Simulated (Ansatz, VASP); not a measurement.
# Ni: VASP beside Ansatz

```xyz
1
Lattice="0.0000 1.7597 1.7597 1.7597 0.0000 1.7597 1.7597 1.7597 0.0000" Properties=species:S:1:pos:R:3 pbc="T T T"
Ni    0.0000    0.0000    0.0000
```

Alike in both runs: task single point; functional PBE; k mesh 15 × 15 × 15; occupations fermi-dirac, width 0.3 eV; collinear spin.

|  | VASP | Ansatz |
| --- | --- | --- |
| version | VASP 6.6.1 | Ansatz 0.2.0 |
| potentials or method | VASP PAW PBE potentials, release 64 (Ni), cutoff 520 eV | plane waves (420 eV) with PAW, scalar-relativistic |
| valence electrons in the cell | 10 | 18 |

|  | VASP | Ansatz | Ansatz less VASP |
| --- | --- | --- | --- |
| pressure (GPa) | 2.0 | 2.0 | +0.02 |
| net moment per atom (μB) | 0.00 | 0.00 | 0.000 |

With one functional, cell and mesh, what is left measures potentials, basis and numerics. VASP's potentials hold 10 valence electrons a cell and Ansatz's 18, so a difference there can come from the potentials and not from the codes. Ansatz's warnings: seeded moment not kept.
